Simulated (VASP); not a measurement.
**Os: relaxation of volume and atoms at fixed shape with LDA**

Os:

```
Os
1.0
     2.73410    0.00000    0.00000
    -1.36705    2.36780    0.00000
     0.00000    0.00000    4.31970
Os
2
Direct
  0.33333 0.66667 0.25000
  0.66667 0.33333 0.75000
```

```
Program                : VASP 6.6.1
Task                   : relaxation of volume and atoms at fixed shape
Functional             : LDA
Potentials or basis    : VASP PAW LDA potentials, release 64 (Os)
Cutoff                 : 600 eV
k mesh                 : 10 × 10 × 6
Occupations            : fermi-dirac, width 0.1 eV
Spin                   : no spin polarisation
Dipole correction      : no
Further INCAR settings : ALGO = Normal; EDIFF = 1e-06; IBRION = 2; EDIFFG = -0.03; NSW = 80; ISIF = 8
```

```
Relaxed volume                        : 13.75 Å³/atom
Relaxed cell                          : a = 2.719 Å, b = 2.719 Å, c = 4.296 Å, α = 90.00°, β = 90.00°, γ = 120.00°
Space group after relaxing (to 0.1 Å) : P6_3/mmc (No. 194)
Energy gained by relaxing             : 5.6 meV/atom
Ionic steps                           : 3
Pressure after relaxing               : -0.3 GPa
Band gap on the k mesh                : zero (bands 8 and 9 overlap by 3.98 eV)
```

Stress tensor (GPa, compression positive):
```
 0.81  0.00  0.00
 0.00  0.81  0.00
 0.00  0.00 -2.50
```

Step by step:
```tsv
step	energy change (eV)	largest force (eV/Å)	pressure (GPa)	volume (Å³)
1	0.0000	0.0000	-7.45	27.96
2	0.2476	0.0000	43.09	25.42
3	-0.0112	0.0000	-0.30	27.51
```

Final structure:
```yaml
crystal:
  lattice:
    - [2.71916, 0.00000, 0.00000]
    - [-1.35958, 2.35486, 0.00000]
    - [0.00000, 0.00000, 4.29610]
  atoms:
    - { symbol: Os, position: [0.33333, 0.66667, 0.25000] }
    - { symbol: Os, position: [0.66667, 0.33333, 0.75000] }
```

Levels at points of the mesh, in eV from the Fermi level:
```tsv
k point	band 4	band 5	band 6	band 7	band 8	band 9	band 10	band 11	band 12
(0.00, 0.00, 0.00)	-3.17	-2.92	-2.31	-2.31	-1.64	-1.64	0.13	1.70	1.70
(0.50, 0.00, 0.00)	-3.67	-2.91	-2.63	-1.95	2.06	2.64	2.77	4.52	5.85
(0.00, 0.00, 0.50)	-3.66	-3.37	-3.37	-3.37	-3.37	0.88	0.88	0.88	0.88
(0.50, 0.00, 0.50)	-5.49	-1.27	-1.27	-0.12	-0.12	2.41	2.41	3.38	3.38
```

Wall time 52 s on 1 thread of Intel Xeon 8259CL, on a shared host, peak memory 0.16 GiB.

Caveat: spin-orbit coupling is left out, which moves the levels of the heavy elements. Zero-point motion and thermal expansion aren't in these numbers.
